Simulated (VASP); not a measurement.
Write the native input for VASP 6.6.1 that does the following.

| Property | Result |
| --- | --- |
| Task | single point |
| Functional | PBE |
| Potentials or basis | VASP PAW PBE potentials, release 64 (Pb_d, Cl, Sc_sv) |
| Cutoff | 520 eV |
| k mesh | 6 × 6 × 6 |
| Occupations | fermi-dirac, width 0.1312 eV |
| Spin | no spin polarisation |
| Dipole correction | no |
| Further INCAR settings | ALGO = Normal; EDIFF = 1e-07; NBANDS = 58 |

The structure of ScPb3Cl6 lies in POSCAR:

```
ScPb3Cl6
1.0
    0.0000000000      5.3820537788      5.3820537788
    5.3820537788      0.0000000000      5.3820537788
    5.3820537788      5.3820537788      0.0000000000
Pb Cl Sc
3 6 1
Direct
    0.2500000000      0.2500000000      0.2500000000
    0.7500000000      0.7500000000      0.7500000000
    0.5000000000      0.5000000000      0.5000000000
    0.2329128384      0.7670871616      0.7670871616
    0.7670871616      0.2329128384      0.7670871616
    0.7670871616      0.2329128384      0.2329128384
    0.2329128384      0.7670871616      0.2329128384
    0.7670871616      0.7670871616      0.2329128384
    0.2329128384      0.2329128384      0.7670871616
    0.0000000000      0.0000000000      0.0000000000
```

The input as run:

INCAR

```
PREC = Accurate
ENCUT = 520
EDIFF = 1E-7
ISMEAR = -1
SIGMA = 0.1312
LREAL = False
LASPH = True
NELM = 100
ALGO = Normal
ISIF = 2
LWAVE = False
LCHARG = False
GGA = PE
NBANDS = 58
```

KPOINTS

```
Automatic mesh
0
Gamma
  6 6 6
```

Potentials or basis: VASP PAW PBE potentials, release 64 (Pb_d, Cl, Sc_sv).

Launch:

```bash
$ cat potpaw_PBE.64/Pb_d/POTCAR potpaw_PBE.64/Cl/POTCAR potpaw_PBE.64/Sc_sv/POTCAR > POTCAR
$ mpirun -np 1 vasp_std > vasp.out
```

Results of the run:

```
Pressure               : 0.0 GPa
Largest force          : 0.017 eV/Å
Band gap on the k mesh : zero (an odd number of electrons rules out a gap without spin polarisation)
```

Caveat: spin-orbit coupling is left out, which moves the levels of the heavy elements; an odd number of electrons without spin polarisation forces a metal; a magnetic or distorted state may lie lower.

Run time: 7.8 min on 1 thread of AMD EPYC 7R13 Processor (Zen 3), with other jobs on the host, peak memory 0.62 GiB.
